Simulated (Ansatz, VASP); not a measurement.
## Two plane-wave programs on GaHgS

```
CELL_PARAMETERS angstrom
3.54751 0.00000 0.00000
0.00000 3.54751 0.00000
0.00000 0.00000 11.73577
ATOMIC_POSITIONS crystal
Ga 0.50000 0.50000 0.00000
Ga 0.50000 0.50000 0.50000
Hg 0.50000 0.50000 0.25000
Hg 0.50000 0.50000 0.75000
S 0.00000 0.00000 0.00000
S 0.00000 0.00000 0.50000
```

Alike in both runs: task single point; functional PBE; k mesh 6 × 6 × 2; occupations gaussian, width 0.2 eV; no spin polarisation.

|  | VASP | Ansatz |
| --- | --- | --- |
| version | VASP 6.6.1 | Ansatz 0.2.0 |
| potentials or method | VASP PAW PBE potentials, release 64 (Ga_d, Hg, S), cutoff 520 eV | scalar-relativistic, plane waves, PAW |
| valence electrons in the cell | 62 | 78 |

VASP gave:

| Quantity | Value |
| --- | --- |
| gap on the k mesh at the Fermi level (eV) | none |
| pressure (GPa) | 0.1 |
| traceless stress, the component that is largest in VASP (GPa) | 0.08 |

Problem. Which values does Ansatz return?

Solution. gap on the k mesh at the Fermi level (eV): none; pressure (GPa): 0.0; traceless stress, the component that is largest in VASP (GPa): 0.08.

A gap of «none» marks a metal or a gap that the smearing closes. With one functional, cell and mesh, what is left measures potentials, basis and numerics. VASP's potentials hold 62 valence electrons a cell and Ansatz's 78, so a difference there can come from the potentials and not from the codes.

Neither program's run includes spin-orbit coupling.
